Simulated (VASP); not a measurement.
# GaN (F-43m) in VASP: single point with LDA

Aim: the single point of GaN with LDA.

All numbers are computed with VASP 6.6.1; they aren't measurements. Logs are shortened: lines on timing, memory, paths and dates and some standing lists are left out, and cuts for length are marked.

## Step 1: The cell of the first run

The structure is cubic, space group F-43m (No. 216). The conventional cell has a = 4.455 Å, b = 4.455 Å, c = 4.455 Å, α = 90.00°, β = 90.00°, γ = 90.00°. Within 2.6 Å of Ga (site symmetry -43m) lie 4 N at 1.93 Å. Within 2.6 Å of N (site symmetry -43m) lie 4 Ga at 1.93 Å.

## Step 2: Single point, LDA

The input, INCAR:

```
SYSTEM = GaN
PREC = Accurate
ENCUT = 1330
EDIFF = 1E-6
ISMEAR = 0
SIGMA = 0.02
LREAL = .False.
LASPH = .True.
NELM = 120
ALGO = Normal
ISIF = 2
LWAVE = .False.
LCHARG = .False.
NBANDS = 16
GGA_COMPAT = .False.
```

The input, KPOINTS:

```
Automatic mesh
0
Gamma
  10 10 10
  0 0 0
```

The input, POSCAR:

```
GaN
1.0
    0.0000000000      2.2276018845      2.2276018845
    2.2276018845      0.0000000000      2.2276018845
    2.2276018845      2.2276018845      0.0000000000
Ga N
1 1
Direct
    0.0000000000      0.0000000000      0.0000000000
    0.2500000000      0.2500000000      0.2500000000
```

Potentials or basis: VASP PAW LDA potentials, release 64 (Ga_d, N_h).

Launch:

```sh
cat potpaw_LDA.64/Ga_d/POTCAR potpaw_LDA.64/N_h/POTCAR > POTCAR
mpirun -np 1 vasp_std > vasp.out
```

OUTCAR:

```text
SYSTEM = GaN
   PREC = Accurate
   ENCUT = 1330
   EDIFF = 1E-6
   ISMEAR = 0
   LREAL = .False.
   LASPH = .True.
   NELM = 120
   ISIF = 2

 ion  position               nearest neighbor table
   1  0.000  0.000  0.000-   2 1.93   2 1.93   2 1.93   2 1.93
   2  0.250  0.250  0.250-   1 1.93   1 1.93   1 1.93   1 1.93

  LATTYP: Found a face centered cubic cell.
 ALAT       =     4.4552037690

  Lattice vectors:

 A1 = (   0.0000000000,   2.2276018845,   2.2276018845)
 A2 = (   2.2276018845,   0.0000000000,   2.2276018845)
 A3 = (   2.2276018845,   2.2276018845,   0.0000000000)

Analysis of symmetry for initial positions (statically):
=====================================================================
 Subroutine PRICEL returns:
 Original cell was already a primitive cell.

 Routine SETGRP: Setting up the symmetry group for a
 face centered cubic supercell.

 Subroutine GETGRP returns: Found 24 space group operations
 (whereof 24 operations were pure point group operations)
 out of a pool of 48 trial point group operations.

The static configuration has the point symmetry T_d .

Analysis of symmetry for dynamics (positions and initial velocities):
=====================================================================
 Subroutine PRICEL returns:
 Original cell was already a primitive cell.

 Routine SETGRP: Setting up the symmetry group for a
 face centered cubic supercell.

 Subroutine GETGRP returns: Found 24 space group operations
 (whereof 24 operations were pure point group operations)
 out of a pool of 48 trial point group operations.

The dynamic configuration has the point symmetry T_d .

 Subroutine INISYM returns: Found 24 space group operations
 (whereof 24 operations are pure point group operations),
 and found     1 'primitive' translations

----------------------------------------------------------------------------------------

                                     Primitive cell

  volume of cell :      22.1077

  direct lattice vectors                    reciprocal lattice vectors
     0.000000000  2.227601884  2.227601884    -0.224456625  0.224456625  0.224456625
     2.227601884  0.000000000  2.227601884     0.224456625 -0.224456625  0.224456625
     2.227601884  2.227601884  0.000000000     0.224456625  0.224456625 -0.224456625

  length of vectors
     3.150304797  3.150304797  3.150304797     0.388770278  0.388770278  0.388770278

  position of ions in fractional coordinates (direct lattice)
     0.000000000  0.000000000  0.000000000
     0.250000000  0.250000000  0.250000000

  ion indices of the primitive-cell ions
   primitive index   ion index
                 1           1
                 2           2

----------------------------------------------------------------------------------------

 KPOINTS: Automatic mesh

Automatic generation of k-mesh.
 Grid dimensions read from file:
 generate k-points for:   10   10   10

 Generating k-lattice:

  Cartesian coordinates                     Fractional coordinates (reciprocal lattice)
    -0.022445662  0.022445662  0.022445662     0.100000000  0.000000000  0.000000000
     0.022445662 -0.022445662  0.022445662     0.000000000  0.100000000  0.000000000
     0.022445662  0.022445662 -0.022445662     0.000000000  0.000000000  0.100000000

  Length of vectors
     0.038877028  0.038877028  0.038877028

  Shift w.r.t. Gamma in fractional coordinates (k-lattice)
     0.000000000  0.000000000  0.000000000

 Subroutine IBZKPT returns following result:
 ===========================================

 Found     47 irreducible k-points:

 Following reciprocal coordinates:
            Coordinates               Weight
  0.000000  0.000000  0.000000      1.000000
  0.100000  0.000000  0.000000      8.000000
  0.200000  0.000000  0.000000      8.000000
  0.300000  0.000000  0.000000      8.000000
  0.400000  0.000000  0.000000      8.000000
  0.500000  0.000000  0.000000      4.000000
[... 16 lines left out ...]
  0.300000  0.300000  0.000000      6.000000
  0.400000  0.300000  0.000000     24.000000
 [... further k-points ...]
   k-points           NKPTS =     47   k-points in BZ     NKDIM =     47   number of bands    NBANDS=     16
   number of dos      NEDOS =    301   number of ions     NIONS =      2
   total plane-waves  NPLWV =  64000
   dimension x,y,z NGX =    40 NGY =   40 NGZ =   40
   dimension x,y,z NGXF=    80 NGYF=   80 NGZF=   80
   ions per type =               1   1
   NGX,Y,Z   is equivalent  to a cutoff of  21.11, 21.11, 21.11 a.u.
   NGXF,Y,Z  is equivalent  to a cutoff of  42.22, 42.22, 42.22 a.u.
 SYSTEM =  GaN
   PREC   = accura    normal or accurate (medium, high low for compatibility)
   ISTART =      0    job   : 0-new  1-cont  2-samecut
   ICHARG =      2    charge: 1-file 2-atom 10-const
   ISPIN  =      1    spin polarized calculation?
   LNONCOLLINEAR =      F non collinear calculations
   LSORBIT =      F    spin-orbit coupling
   LASPH  =      T    aspherical Exc in radial PAW
   ENCUT  = 1330.0 eV  97.75 Ry    9.89 a.u.   9.37  9.37  9.37*2*pi/ulx,y,z
   NELM   =    120;   NELMIN=  2; NELMDL= -5     # of ELM steps
   EDIFF  = 0.1E-05   stopping-criterion for ELM
   LREAL  =      F    real-space projection
[... 7 lines left out ...]
   TEBEG  =    0.0;   TEEND  =   0.0 temperature during run
   PSTRESS=    0.0 pullay stress
   NELECT =      18.0000    total number of electrons
   NUPDOWN=      -1.0000    fix difference up-down
   EMIN   =  10.00;   EMAX   =-10.00  energy-range for DOS
   EFERMI =   0.00;   METHOD = LEGACY
   ISMEAR =     0;   SIGMA  =   0.02  broadening in eV -4-tet -1-fermi 0-gaus
   EFERMI_NEDOS =   21; number of points for ismear=-14 and -15
   IALGO  =     38    algorithm
   IMIX   =      4    mixing-type and parameters
     AMIX     =   0.40;   BMIX     =  1.00
     AMIX_MAG =   1.60;   BMIX_MAG =  1.00
  volume/ion in A,a.u.               =      11.05        74.59
  Fermi-wavevector in a.u.,A,eV,Ry     =   1.528685  2.888796 31.795166  2.336879
  Thomas-Fermi vector in A             =   2.636410
   LORBIT       =      0    0 simple, 1 ext, 2 COOP (PROOUT), +10 PAW based schemes
   GGA     = CA    functional components
   LHFCALC =     F    Hartree Fock is set to
   AEXX    =    0.0000 exact exchange contribution
   IVDW    =     0    specifies the selected vdW correction
   LEPSILON=     F    determine dielectric tensor
   LRPA    =     F    only Hartree local field effects (RPA)
 non-spin polarized calculation
 Gauss-broadening in eV      SIGMA  =   0.02
  energy-cutoff  :     1330.00
  volume of cell :       22.11
 maximum number of plane-waves:      2454
 NGX is ok and might be reduce to    40
   NGX = 19   NGY = 19   NGZ = 19

 number of electron      18.0000001 magnetization

 Free energy of the ion-electron system (eV)
  ---------------------------------------------------
  ext. energy  EPLUGINS =         0.00000000
  ---------------------------------------------------
  free energy    TOTEN  =       -13.94714364 eV

  energy without entropy =      -13.94714364  energy(sigma->0) =      -13.94714364

 E-fermi :   5.9464     XC(G=0): -12.3197

 val. band max:        5.7396191303   @ k =   0.0000   0.0000   0.0000
 cond. band min:       7.7143064562   @ k =   0.0000   0.0000   0.0000
 fundamental gap:      1.9746873259
 Fermi energy:         5.9464004743

 k-point     1 :       0.0000    0.0000    0.0000
  band No.  band energies     occupation
      1     -10.3680      2.00000
      2      -7.8510      2.00000
      3      -7.8510      2.00000
      4      -7.8510      2.00000
      5      -7.4965      2.00000
      6      -7.4965      2.00000
[... 8 lines left out ...]
     15      24.6848      0.00000
     16      24.6848      0.00000

 k-point     2 :       0.1000    0.0000    0.0000
  band No.  band energies     occupation
      1     -10.2483      2.00000
      2      -7.8360      2.00000
      3      -7.8360      2.00000
      4      -7.8131      2.00000
      5      -7.4981      2.00000
      6      -7.4981      2.00000
[... 8 lines left out ...]
     15      23.4031      0.00000
     16      23.4031      0.00000

 k-point     3 :       0.2000    0.0000    0.0000
  band No.  band energies     occupation
      1      -9.9465      2.00000
      2      -7.8011      2.00000
      3      -7.8011      2.00000
      4      -7.6471      2.00000
      5      -7.4969      2.00000
      6      -7.4969      2.00000
[... 8 lines left out ...]
     15      22.6279      0.00000
     16      22.6279      0.00000

 k-point     4 :       0.3000    0.0000    0.0000
  band No.  band energies     occupation
      1      -9.6286      2.00000
      2      -7.7703      2.00000
      3      -7.7703      2.00000
      4      -7.4820      2.00000
      5      -7.4820      2.00000
      6      -7.2216      2.00000
[... 8 lines left out ...]
     15      23.1365      0.00000
     16      23.1365      0.00000

 k-point     5 :       0.4000    0.0000    0.0000
  band No.  band energies     occupation
      1      -9.4443      2.00000
      2      -7.7571      2.00000
      3      -7.7571      2.00000
      4      -7.4570      2.00000
      5      -7.4570      2.00000
      6      -6.5388      2.00000
[... 8 lines left out ...]
     15      24.5813      0.00000
     16      24.5813      0.00000

 k-point     6 :       0.5000    0.0000    0.0000
  band No.  band energies     occupation
      1      -9.3928      2.00000
      2      -7.7548      2.00000
      3      -7.7548      2.00000
      4      -7.4445      2.00000
      5      -7.4445      2.00000
      6      -6.1171      2.00000
[... 8 lines left out ...]
     15      25.6146      0.00000
     16      25.6146      0.00000
[... 267 lines left out ...]
 k-point    21 :      -0.3000    0.2000    0.0000
  band No.  band energies     occupation
      1      -9.3700      2.00000
      2      -7.7457      2.00000
      3      -7.6953      2.00000
      4      -7.5047      2.00000
      5      -7.5036      2.00000
      6      -6.3995      2.00000
[... 8 lines left out ...]
     15      23.2018      0.00000
     16      26.6156      0.00000

 k-point    22 :      -0.2000    0.2000    0.0000
  band No.  band energies     occupation
      1      -9.5312      2.00000
      2      -7.7535      2.00000
      3      -7.7358      2.00000
      4      -7.5221      2.00000
      5      -7.5159      2.00000
      6      -7.0255      2.00000
[... 8 lines left out ...]
     15      23.2409      0.00000
     16      26.5336      0.00000

 k-point    23 :       0.3000    0.3000    0.0000
  band No.  band energies     occupation
      1      -9.4398      2.00000
      2      -7.6981      2.00000
      3      -7.6411      2.00000
      4      -7.6411      2.00000
      5      -7.4409      2.00000
      6      -7.0096      2.00000
[... 8 lines left out ...]
     15      28.0545      0.00000
     16      28.6425      0.00000

 k-point    24 :       0.4000    0.3000    0.0000
  band No.  band energies     occupation
      1      -9.3201      2.00000
      2      -7.7166      2.00000
      3      -7.6038      2.00000
      4      -7.6024      2.00000
      5      -7.4297      2.00000
      6      -6.5046      2.00000
[... 8 lines left out ...]
     15      28.4441      0.00000
     16      28.4784      0.00000

 [... further k-points ...]
[... 5 lines left out ...]
  --------------------------------------------------------------------------------------
  -------------------------------------------------------------------------------------
  Total        0.1377112      0.1377112      0.1377112      0.0000000      0.0000000     -0.0000000
  in kB        9.9801478      9.9801478      9.9801478      0.0000000      0.0000000     -0.0000000
  external PRESSURE =       9.9801478 kB  Pullay stress =       0.0000000 kB

 VOLUME and BASIS-vectors are now :
 -----------------------------------------------------------------------------
  energy-cutoff  :     1330.00
  volume of cell :       22.11
      direct lattice vectors                 reciprocal lattice vectors
     0.000000000  2.227601884  2.227601884    -0.224456625  0.224456625  0.224456625
     2.227601884  0.000000000  2.227601884     0.224456625 -0.224456625  0.224456625
     2.227601884  2.227601884  0.000000000     0.224456625  0.224456625 -0.224456625

 POSITION                                       TOTAL-FORCE (eV/Angst)
 -----------------------------------------------------------------------------------
      0.00000      0.00000      0.00000         0.000000      0.000000      0.000000
      1.11380      1.11380      1.11380        -0.000000     -0.000000     -0.000000
 -----------------------------------------------------------------------------------
    total drift:                               -0.000000     -0.000000     -0.000000

  FREE ENERGIE OF THE ION-ELECTRON SYSTEM (eV)
  ---------------------------------------------------
  free  energy   TOTEN  =       -13.9471436397 eV

  energy  without entropy=      -13.9471436397  energy(sigma->0) =      -13.94714364
```

Wall time 2.2 min (1 thread of AMD EPYC, shared host); peak memory 0.21 GiB.

What came out:

```
Free energy            : -13.9471 eV
Pressure               : 1.0 GPa
Band gap on the k mesh : 1.97 eV
```

Levels at points of the mesh, in eV from the valence-band top:
```csv
k point,band 7,band 8,band 9,band 10,band 11,band 12
"(0.00, 0.00, 0.00)",0.00,0.00,0.00,1.97,10.33,10.33
"(0.50, 0.00, 0.00)",-7.35,-1.02,-1.02,4.78,8.77,10.39
"(0.50, 0.50, 0.00)",-6.35,-2.86,-2.86,3.26,6.69,11.75
```
